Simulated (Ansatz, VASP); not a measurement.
# BN in VASP and in Ansatz

Contents of POSCAR:

```
BN
1.0
    2.4517820176      0.0000000000      0.0000000000
   -1.2258910088      2.1233055118      0.0000000000
    0.0000000000      0.0000000000      4.0577808000
B N
2 2
Direct
    0.6666666667      0.3333333333      0.9997240000
    0.3333333333      0.6666666667      0.4997240000
    0.6666666667      0.3333333333      0.6252760000
    0.3333333333      0.6666666667      0.1252760000
```

File INCAR.step1:

```
  PREC = Accurate
  ENCUT = 520
  ISMEAR = 0
  SIGMA = 0.05
  LREAL = F
  LASPH = T
  NELM = 60
  NBANDS = 16
  GGA = PE
  ALGO = Normal
  EDIFF = 1E-4
  LWAVE = T
  LCHARG = F
```

The input INCAR.step2:

```
  PREC = Accurate
  ENCUT = 520
  EDIFF = 1E-6
  ISMEAR = 0
  SIGMA = 0.05
  LREAL = F
  LASPH = T
  NELM = 60
  ALGO = Normal
  ISIF = 2
  LWAVE = F
  LCHARG = F
  METAGGA = R2SCAN
  LMIXTAU = T
  NBANDS = 16
  ISTART = 1
```

The input KPOINTS:

```
Automatic mesh
0
Gamma
  12 12 6
```

Input for Ansatz:

```yaml
crystal:
  lattice:
    - [2.4517820176, 0.0, 0.0]
    - [-1.2258910088, 2.1233055118, 0.0]
    - [0.0, 0.0, 4.0577808]
  atoms:
    - { symbol: B, position: [0.6666666667, 0.3333333333, 0.999724] }
    - { symbol: B, position: [0.3333333333, 0.6666666667, 0.499724] }
    - { symbol: "N", position: [0.6666666667, 0.3333333333, 0.625276] }
    - { symbol: "N", position: [0.3333333333, 0.6666666667, 0.125276] }
basis:
  ecutwfc: 500
kpoints:
  mp_grid: { grid: [12, 12, 6] }
hamiltonian:
  xc: r2scan
scf:
  occupations: { method: gaussian, width: 0.05 }
output:
  forces: true
  stress: true
  eigenvalues: true
```

Change from the starting cell: strain -0.040 along x and y, -0.040 along z, atoms carried along.

Alike in both runs: task single point; functional r2SCAN; k mesh 12 × 12 × 6; occupations gaussian, width 0.05 eV; no spin polarisation.

```csv
,VASP,Ansatz
version,VASP 6.6.1,Ansatz 0.2.0
potentials or method,"VASP PAW PBE potentials, release 64 (B, N), cutoff 520 eV","scalar-relativistic, plane waves, PAW"
valence electrons in the cell,16,16
```

VASP gave:

* gap on the k mesh at the Fermi level (eV): 5.52
* least direct gap on the mesh (eV): 9.52
* pressure (GPa): 54.2
* traceless stress, the component that is largest in VASP (GPa): -0.02
* rms of the force components (eV/Å): 0.048

Q: Estimate Ansatz's values.

A: gap on the k mesh at the Fermi level (eV): 5.56; least direct gap on the mesh (eV): 9.56; pressure (GPa): 52.7; traceless stress, the component that is largest in VASP (GPa): -0.06; rms of the force components (eV/Å): 0.046.

VASP's potentials were made for PBE, not for r2SCAN. Atom by atom the forces differ by 0.002 eV/Å (rms over components). Both programs put the cell under a high pressure, so it lies far from rest at this level.
